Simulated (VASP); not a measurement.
Set up this calculation in VASP 6.6.1, as the native input.

| Property | Result |
| --- | --- |
| Task | single point |
| Functional | PBE |
| Potentials or basis | VASP PAW PBE potentials, release 64 (Zn, S) |
| Cutoff | 520 eV |
| k mesh | 8 × 8 × 8 |
| Occupations | fermi-dirac, width 0.01 eV |
| Spin | no spin polarisation |
| Dipole correction | no |
| Further INCAR settings | ALGO = Normal; EDIFF = 1e-07; NBANDS = 16 |

The structure of ZnS lies in POSCAR:

```
ZnS
1.0
    0.0000000000      2.7046500000      2.6235105000
    2.7046500000      0.0000000000      2.6235105000
    2.7046500000      2.7046500000      0.0000000000
Zn S
1 1
Direct
    0.0000000000      0.0000000000      0.0000000000
    0.7500000000      0.7500000000      0.7500000000
```

This cell differs from its parent crystal: zz strain of -3 %.

The input as run:

INCAR

```
SYSTEM = ZnS
  PREC = Accurate
  ENCUT = 520
  EDIFF = 1E-7
  ISMEAR = -1
  SIGMA = 0.01
  LREAL = .False.
  LASPH = .True.
  NELM = 60
  ALGO = Normal
  ISIF = 2
  LWAVE = .False.
  LCHARG = .True.
  GGA = PE
  LELF = .True.
  LVHAR = .True.
  NBANDS = 16
```

KPOINTS

```
regular mesh
0
Gamma
  8 8 8
  0 0 0
```

Potentials or basis: VASP PAW PBE potentials, release 64 (Zn, S).

Launch:

```bash
$ cat potpaw_PBE.64/Zn/POTCAR potpaw_PBE.64/S/POTCAR > POTCAR
$ mpirun -np 1 vasp_std > vasp.out
```

It gave:

* Pressure: 4.0 GPa
* Band gap on the k mesh: 2.17 eV, direct

Caveat: the cell differs from its parent crystal (zz strain of -3 %).

Run time: 32 s on 1 thread of AMD EPYC 7R43 64-Core Processor (Zen 3), on a shared host, peak memory 0.14 GiB.
